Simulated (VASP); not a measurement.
# Pt in VASP: further runs

Pt is run at these levels: LDA; tasks: single point.

Program: VASP 6.6.1. These are calculated values, not measurements. Logs are shortened: lines on timing, memory, paths and dates and some standing lists are left out, and cuts for length are marked.

### 1 The cell of the first run

Symmetry: P2_1/m, No. 11, monoclinic system. Conventional cell: a = 2.708 Å, b = 4.677 Å, c = 2.708 Å, α = 90.00°, β = 120.00°, γ = 90.00°. Within 3.5 Å of Pt (site symmetry m) lie 12 Pt at 2.64 to 2.94 Å.

### 2 Single point, LDA (atoms displaced along a vibrational mode)

Contents of INCAR:

```
PREC = Accurate
ENCUT = 520
EDIFF = 1E-6
ISMEAR = 0
SIGMA = 0.15
LREAL = False
LASPH = True
NELM = 80
ALGO = Fast
ISIF = 2
LWAVE = False
LCHARG = False
NBANDS = 17
```

Contents of KPOINTS:

```
regular mesh
0
Gamma
  18 18 10
```

Contents of POSCAR:

```
Pt
1.0
    2.7081940711      0.0000000000      0.0000000000
   -1.3540970355      2.3453648639      0.0000000000
    0.0000000000      0.0000000000      4.6773974959
Pt
2
Direct
    0.6341806199      0.3739666699      0.7500000000
    0.3658193801      0.6260333301      0.2500000000
```

Potentials or basis: VASP PAW LDA potentials, release 64 (Pt).

The run is started by

```bash
> cat potpaw_LDA.64/Pt/POTCAR > POTCAR
> mpirun -np 1 vasp_std > vasp.out
```

OUTCAR:

```text
PREC = Accurate
   ENCUT = 520
   EDIFF = 1E-6
   ISMEAR = 0
   LREAL = False
   LASPH = True
   NELM = 80
   ISIF = 2

 ion  position               nearest neighbor table
   1  0.634  0.374  0.750-   2 2.64   2 2.64   2 2.92   2 2.92   2 2.94   2 2.94
   2  0.366  0.626  0.250-   1 2.64   1 2.64   1 2.92   1 2.92   1 2.94   1 2.94

  LATTYP: Found a hexagonal cell.
 ALAT       =     2.7081940711
 C/A-ratio  =     1.7271278842

  Lattice vectors:

 A1 = (   2.7081940711,   0.0000000000,   0.0000000000)
 A2 = (  -1.3540970355,   2.3453648639,   0.0000000000)
 A3 = (   0.0000000000,   0.0000000000,   4.6773974959)

Analysis of symmetry for initial positions (statically):
=====================================================================
 Subroutine PRICEL returns:
 Original cell was already a primitive cell.

 Routine SETGRP: Setting up the symmetry group for a
 hexagonal supercell.

 Subroutine GETGRP returns: Found  4 space group operations
 (whereof  2 operations were pure point group operations)
 out of a pool of 24 trial point group operations.

The static configuration has the point symmetry S_2 .
 The point group associated with its full space group is C_2h.

Analysis of symmetry for dynamics (positions and initial velocities):
=====================================================================
 Subroutine PRICEL returns:
 Original cell was already a primitive cell.

 Routine SETGRP: Setting up the symmetry group for a
 hexagonal supercell.

 Subroutine GETGRP returns: Found  4 space group operations
 (whereof  2 operations were pure point group operations)
 out of a pool of 24 trial point group operations.

The dynamic configuration has the point symmetry S_2 .
 The point group associated with its full space group is C_2h.

 Subroutine INISYM returns: Found  4 space group operations
 (whereof  2 operations are pure point group operations),
 and found     1 'primitive' translations

----------------------------------------------------------------------------------------

                                     Primitive cell

  volume of cell :      29.7094

  direct lattice vectors                    reciprocal lattice vectors
     2.708194071  0.000000000  0.000000000     0.369249756  0.213186446  0.000000000
    -1.354097035  2.345364864  0.000000000     0.000000000  0.426372892  0.000000000
     0.000000000  0.000000000  4.677397496     0.000000000  0.000000000  0.213794103

  length of vectors
     2.708194071  2.708194071  4.677397496     0.426372892  0.426372892  0.213794103

  position of ions in fractional coordinates (direct lattice)
     0.634180620  0.373966670  0.750000000
     0.365819380  0.626033330  0.250000000

  ion indices of the primitive-cell ions
   primitive index   ion index
                 1           1
                 2           2

----------------------------------------------------------------------------------------

 KPOINTS: regular mesh

Automatic generation of k-mesh.
 Grid dimensions read from file:
 generate k-points for:   18   18   10

 Generating k-lattice:

  Cartesian coordinates                     Fractional coordinates (reciprocal lattice)
     0.020513875  0.011843691  0.000000000     0.055555556 -0.000000000  0.000000000
     0.000000000  0.023687383  0.000000000     0.000000000  0.055555556  0.000000000
     0.000000000  0.000000000  0.021379410     0.000000000  0.000000000  0.100000000

  Length of vectors
     0.023687383  0.023687383  0.021379410

  Shift w.r.t. Gamma in fractional coordinates (k-lattice)
     0.000000000  0.000000000  0.000000000

 Subroutine IBZKPT returns following result:
 ===========================================

 Found    984 irreducible k-points:

 Following reciprocal coordinates:
            Coordinates               Weight
  0.000000  0.000000  0.000000      1.000000
  0.055556  0.000000  0.000000      2.000000
  0.000000  0.055556  0.000000      2.000000
 -0.055556  0.055556  0.000000      2.000000
  0.111111  0.000000  0.000000      2.000000
  0.000000  0.111111  0.000000      2.000000
[... 16 lines left out ...]
  0.444444  0.000000  0.000000      2.000000
  0.000000  0.444444  0.000000      2.000000
 [... further k-points ...]
   k-points           NKPTS =    984   k-points in BZ     NKDIM =    984   number of bands    NBANDS=     17
   number of dos      NEDOS =    301   number of ions     NIONS =      2
   total plane-waves  NPLWV =  14400
   dimension x,y,z NGX =    20 NGY =   20 NGZ =   36
   dimension x,y,z NGXF=    40 NGYF=   40 NGZF=   72
   ions per type =               2
   NGX,Y,Z   is equivalent  to a cutoff of  12.28, 12.28, 12.80 a.u.
   NGXF,Y,Z  is equivalent  to a cutoff of  24.55, 24.55, 25.59 a.u.
 SYSTEM =  unknown system
   PREC   = accura    normal or accurate (medium, high low for compatibility)
   ISTART =      0    job   : 0-new  1-cont  2-samecut
   ICHARG =      2    charge: 1-file 2-atom 10-const
   ISPIN  =      1    spin polarized calculation?
   LNONCOLLINEAR =      F non collinear calculations
   LSORBIT =      F    spin-orbit coupling
   LASPH  =      T    aspherical Exc in radial PAW
   ENCUT  =  520.0 eV  38.22 Ry    6.18 a.u.   5.04  5.04  8.70*2*pi/ulx,y,z
   NELM   =     80;   NELMIN=  2; NELMDL= -5     # of ELM steps
   EDIFF  = 0.1E-05   stopping-criterion for ELM
   LREAL  =      F    real-space projection
   EDIFFG = 0.1E-04   stopping-criterion for IOM
   NSW    =      0    number of steps for IOM
   IBRION =     -1    ionic relax: 0-MD 1-quasi-New 2-CG
   NFREE  =      0    steps in history (QN), initial steepest desc. (CG)
   ISIF   =      2    stress and relaxation
   ISYM   =      2    0-nonsym 1-usesym 2-fastsym
   POTIM  = 0.5000    time-step for ionic-motion
   TEBEG  =    0.0;   TEEND  =   0.0 temperature during run
   PSTRESS=    0.0 pullay stress
   NELECT =      20.0000    total number of electrons
   NUPDOWN=      -1.0000    fix difference up-down
   EMIN   =  10.00;   EMAX   =-10.00  energy-range for DOS
   EFERMI =   0.00;   METHOD = LEGACY
   ISMEAR =     0;   SIGMA  =   0.15  broadening in eV -4-tet -1-fermi 0-gaus
   EFERMI_NEDOS =   21; number of points for ismear=-14 and -15
   IALGO  =     68    algorithm
   IMIX   =      4    mixing-type and parameters
     AMIX     =   0.40;   BMIX     =  1.00
     AMIX_MAG =   1.60;   BMIX_MAG =  1.00
  volume/ion in A,a.u.               =      14.85       100.24
  Fermi-wavevector in a.u.,A,eV,Ry     =   1.434784  2.711350 28.009042  2.058607
  Thomas-Fermi vector in A             =   2.554155
   LORBIT       =      0    0 simple, 1 ext, 2 COOP (PROOUT), +10 PAW based schemes
   GGA     = CA    functional components
   LHFCALC =     F    Hartree Fock is set to
   AEXX    =    0.0000 exact exchange contribution
   IVDW    =     0    specifies the selected vdW correction
   LEPSILON=     F    determine dielectric tensor
   LRPA    =     F    only Hartree local field effects (RPA)
 non-spin polarized calculation
 RMM-DIIS sequential band-by-band and
 Gauss-broadening in eV      SIGMA  =   0.15
  energy-cutoff  :      520.00
  volume of cell :       29.71
 maximum number of plane-waves:       825
   NGX = 11   NGY = 11   NGZ = 17

 number of electron      20.0000000 magnetization

 Free energy of the ion-electron system (eV)
  ---------------------------------------------------
  ext. energy  EPLUGINS =         0.00000000
  ---------------------------------------------------
  free energy    TOTEN  =       -14.85855314 eV

  energy without entropy =      -14.82794903  energy(sigma->0) =      -14.84325109

 E-fermi :  11.4156     XC(G=0): -13.7644

 val. band max:       11.4135929286   @ k =  -0.2778   0.3889   0.5000
 cond. band min:      11.4172818935   @ k =  -0.4444   0.5000   0.0000
 fundamental gap:      0.0036889649
 Fermi energy:        11.4156147298

 k-point     1 :       0.0000    0.0000    0.0000
  band No.  band energies     occupation
      1       1.0260      2.00000
      2       3.7733      2.00000
      3       6.6692      2.00000
      4       7.5805      2.00000
      5       7.7841      2.00000
      6       7.8429      2.00000
[... 9 lines left out ...]
     16      28.1248      0.00000
     17      32.6118      0.00000

 k-point     2 :       0.0556    0.0000    0.0000
  band No.  band energies     occupation
      1       1.1438      2.00000
      2       3.8817      2.00000
      3       6.7019      2.00000
      4       7.6109      2.00000
      5       7.7929      2.00000
      6       7.8209      2.00000
[... 9 lines left out ...]
     16      28.2789      0.00000
     17      31.8248      0.00000

 k-point     3 :       0.0000    0.0556    0.0000
  band No.  band energies     occupation
      1       1.1435      2.00000
      2       3.8803      2.00000
      3       6.7013      2.00000
      4       7.6307      2.00000
      5       7.7766      2.00000
      6       7.8176      2.00000
[... 9 lines left out ...]
     16      28.2653      0.00000
     17      31.8843      0.00000

 k-point     4 :      -0.0556    0.0556    0.0000
  band No.  band energies     occupation
      1       1.1461      2.00000
      2       3.8907      2.00000
      3       6.6742      2.00000
      4       7.5223      2.00000
      5       7.8747      2.00000
      6       7.9352      2.00000
[... 9 lines left out ...]
     16      28.3518      0.00000
     17      32.0479      0.00000
[... 343 lines left out ...]
      1       4.4401      2.00000
      2       4.9331      2.00000
      3       6.0664      2.00000
      4       6.8053      2.00000
      5       6.8813      2.00000
      6       8.1193      2.00000
[... 9 lines left out ...]
     16      24.7510      0.00000
     17      24.8763      0.00000

 k-point    23 :       0.4444    0.0000    0.0000
  band No.  band energies     occupation
      1       4.2417      2.00000
      2       4.5353      2.00000
      3       4.9795      2.00000
      4       7.6144      2.00000
      5       7.9591      2.00000
      6       8.4643      2.00000
[... 9 lines left out ...]
     16      24.5663      0.00000
     17      26.1293      0.00000

 k-point    24 :       0.0000    0.4444    0.0000
  band No.  band energies     occupation
      1       4.1886      2.00000
      2       4.5057      2.00000
      3       4.9293      2.00000
      4       7.6577      2.00000
      5       7.9663      2.00000
      6       8.5278      2.00000
[... 9 lines left out ...]
     16      24.4715      0.00000
     17      26.2235      0.00000

 [... further k-points ...]
[... 5 lines left out ...]
  --------------------------------------------------------------------------------------
  -------------------------------------------------------------------------------------
  Total        0.3528744     -0.0196090      1.2404259     -0.3409339      0.0000000      0.0000000
  in kB       19.0298894     -1.0574775     66.8939613    -18.3859608      0.0000000      0.0000000
  external PRESSURE =      28.2887911 kB  Pullay stress =       0.0000000 kB

 VOLUME and BASIS-vectors are now :
 -----------------------------------------------------------------------------
  energy-cutoff  :      520.00
  volume of cell :       29.71
      direct lattice vectors                 reciprocal lattice vectors
     2.708194071  0.000000000  0.000000000     0.369249756  0.213186446  0.000000000
    -1.354097035  2.345364864  0.000000000     0.000000000  0.426372892  0.000000000
     0.000000000  0.000000000  4.677397496     0.000000000  0.000000000  0.213794103

 POSITION                                       TOTAL-FORCE (eV/Angst)
 -----------------------------------------------------------------------------------
      1.21110      0.87709      3.50805         0.324878     -0.146571     -0.000000
      0.14300      1.46828      1.16935        -0.324878      0.146571      0.000000
 -----------------------------------------------------------------------------------
    total drift:                               -0.000000     -0.000000     -0.000000

  FREE ENERGIE OF THE ION-ELECTRON SYSTEM (eV)
  ---------------------------------------------------
  free  energy   TOTEN  =       -14.8585531442 eV

  energy  without entropy=      -14.8279490285  energy(sigma->0) =      -14.84325109
```

It took 3.8 min on 1 thread of Intel Xeon 6975P-C (Granite Rapids), shared host; peak memory 0.48 GiB.

Results:

```
Free energy            : -14.8586 eV
Pressure               : 2.8 GPa
Largest force          : 0.356 eV/Å
Band gap on the k mesh : zero (bands 10 and 11 overlap by 1.66 eV)
```

Forces on the atoms (eV/Å):
```
Pt   0.325 -0.147  0.000
Pt  -0.325  0.147  0.000
```

Caveat: the cell differs from its parent crystal (atoms displaced along a vibrational mode); spin-orbit coupling is left out, which moves the levels of the heavy elements.

### 3 Single point, LDA (atoms displaced along a vibrational mode)

Contents of INCAR:

```
PREC = Accurate
ENCUT = 520
EDIFF = 1E-7
ISMEAR = 0
SIGMA = 0.15
LREAL = F
LASPH = T
NELM = 100
ALGO = Fast
ISIF = 2
LWAVE = F
LCHARG = F
GGA = CA
NBANDS = 17
```

Contents of KPOINTS:

```
Automatic mesh
0
Gamma
  18 18 10
```

Contents of POSCAR:

```
Pt
1.0
    2.7081940711      0.0000000000      0.0000000000
   -1.3540970355      2.3453648639      0.0000000000
    0.0000000000      0.0000000000      4.6773974959
Pt
2
Direct
    0.6111604966      0.2926999967      0.7500000000
    0.3888395034      0.7073000033      0.2500000000
```

Potentials or basis: VASP PAW LDA potentials, release 64 (Pt).

The run is started by

```bash
> cat potpaw_LDA.64/Pt/POTCAR > POTCAR
> mpirun -np 1 vasp_std > vasp.out
```

Run time: 4.1 min. Hardware: 1 thread of Intel Xeon 6975P-C (Granite Rapids), shared host; peak memory 0.48 GiB.

Results (log left out):

```yaml
Free_energy: -14.9133 eV
Pressure: 1.3 GPa
Largest_force: 0.190 eV/Å
Band_gap_on_the_k_mesh: zero (bands 10 and 11 overlap by 1.49 eV)
```

Forces in eV/Å, atoms in the order of the input:
```
Pt  -0.184  0.045  0.000
Pt   0.184 -0.045  0.000
```

Stress tensor (GPa, compression positive):
```
0.51 0.32 0.00
0.32 1.66 0.00
0.00 0.00 1.84
```

Levels at points of the mesh, in eV from the Fermi level:
| k point | band 6 | band 7 | band 8 | band 9 | band 10 | band 11 | band 12 | band 13 | band 14 | band 15 |
| --- | --- | --- | --- | --- | --- | --- | --- | --- | --- | --- |
| (0.00, 0.00, 0.00) | -3.41 | -3.21 | -2.58 | -1.33 | -0.96 | -0.88 | 0.23 | 5.22 | 14.90 | 15.69 |
| (0.50, 0.00, 0.00) | -2.77 | -2.12 | 0.10 | 0.39 | 0.46 | 1.72 | 4.47 | 6.75 | 7.45 | 11.14 |
| (0.00, 0.50, 0.00) | -3.27 | -3.26 | -0.23 | 0.25 | 0.60 | 2.82 | 3.51 | 8.21 | 9.28 | 10.48 |
| (0.50, 0.50, 0.00) | -3.18 | -3.14 | -0.38 | 0.30 | 0.54 | 2.53 | 3.78 | 7.75 | 9.63 | 9.79 |
| (0.00, 0.00, 0.50) | -3.80 | -3.69 | -3.69 | -1.12 | -1.12 | -0.78 | -0.78 | 12.40 | 12.40 | 15.62 |
| (0.50, 0.00, 0.50) | -2.21 | -1.80 | -1.80 | 0.45 | 0.45 | 2.46 | 2.46 | 6.25 | 6.25 | 15.58 |
| (0.00, 0.50, 0.50) | -1.93 | -0.28 | -0.28 | 0.43 | 0.43 | 1.11 | 1.11 | 7.27 | 7.27 | 13.60 |
| (0.50, 0.50, 0.50) | -1.97 | -0.62 | -0.62 | 0.43 | 0.43 | 1.48 | 1.48 | 7.05 | 7.05 | 13.82 |

Caveat: the cell differs from its parent crystal (atoms displaced along a vibrational mode); spin-orbit coupling is left out, which moves the levels of the heavy elements.

(Part 1 of 2 ends here.)
